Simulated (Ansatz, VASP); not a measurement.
**Lu: VASP beside Ansatz**

```
Lu
1.0
     2.45762    0.00000    0.00000
     0.00000    2.45762    0.00000
     0.00000    0.00000    2.45762
Lu
1
Direct
  0.00000 0.00000 0.00000
```

Change from the starting cell: volume scaled by 0.45, PAW files.

Alike in both runs: task single point; functional PBE; k mesh 12 × 12 × 12; occupations fermi-dirac, width 0.1 eV; no spin polarisation.

|  | VASP | Ansatz |
| --- | --- | --- |
| version | VASP 6.6.1 | Ansatz 0.2.0 |
| potentials or method | VASP PAW PBE potentials, release 64 (Lu) | PAW with Ansatz's default frozen-core files, scalar-relativistic |
| plane-wave cutoff (eV) | 520 | 420 |
| valence electrons in the cell | 25 | 25 |

|  | VASP | Ansatz | Ansatz less VASP |
| --- | --- | --- | --- |
| pressure (GPa) | 100.6 | 98.0 | -2.60 |

Both programs put the cell under a high pressure, so it lies far from rest at this level. With one functional, cell and mesh, what is left measures potentials, basis and numerics.

Neither program's run includes spin-orbit coupling. Noted on VASP's run: the cell as given lies far from equilibrium.
